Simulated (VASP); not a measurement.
Write the native input for VASP 6.6.1 that does the following.

```
Task                   : single point
Functional             : PBE
Potentials or basis    : VASP PAW PBE potentials, release 64 (Co, O)
Cutoff                 : 520 eV
k mesh                 : 12 × 12 × 12
Occupations            : gaussian, width 0.05 eV
Spin                   : collinear spin, ferromagnetic start
Starting moments       : [2.6, 0.23] μB
Hubbard terms          : Co d U = 3.32 eV
Dipole correction      : no
Further INCAR settings : ALGO = Normal; EDIFF = 1e-06; NBANDS = 18
```

The structure of CoO lies in POSCAR:

```
CoO
1.0
    1.4747370529      0.8514398345      2.3901185036
   -1.4747370529      0.8514398345      2.3901185036
    0.0000000000     -1.7028796690      2.3901185036
Co O
1 1
Direct
    0.0000000000      0.0000000000      0.0000000000
    0.5000000000      0.5000000000      0.5000000000
```

These files were run (other wordings do the same):

INCAR

```
SYSTEM = CoO
ALGO = Normal ; EDIFF = 1E-6
ENCUT = 520 ; GGA = PE
ISIF = 2 ; ISMEAR = 0
ISPIN = 2 ; LASPH = .TRUE.
LCHARG = .FALSE. ; LDAU = .TRUE.
LDAUJ = 0 0 ; LDAUL = 2 -1
LDAUPRINT = 1 ; LDAUTYPE = 2
LDAUU = 3.32 0 ; LMAXMIX = 4
LORBIT = 11 ; LREAL = .FALSE.
LWAVE = .FALSE. ; MAGMOM = 2.6 0.23
NBANDS = 18 ; NELM = 150
PREC = Accurate ; SIGMA = 0.05
```

KPOINTS

```
k-points
0
G
  12 12 12
  0 0 0
```

Potentials or basis: VASP PAW PBE potentials, release 64 (Co, O).

Run with:

```bash
$ cat potpaw_PBE.64/Co/POTCAR potpaw_PBE.64/O/POTCAR > POTCAR
$ mpirun -np 1 vasp_std > vasp.out
```

It gave:

```json
{
  "Pressure": "15.1 GPa",
  "Band gap on the k mesh": "zero (filled and empty bands overlap)",
  "Net moment": "3.00 μB per cell",
  "Site moments": "Co +2.72; O +0.26 μB",
  "Valence electrons inside the program's atomic spheres": "Co 7.93; O 5.04"
}
```

Caveat: the cell stands under pressure; a cell with one magnetic atom can't hold antiferromagnetic order, which such compounds often take.

Wall time 76 s on 1 thread of AMD EPYC 9R45 96-Core Processor (Zen 5), with other jobs on the host, peak memory 0.2 GiB.
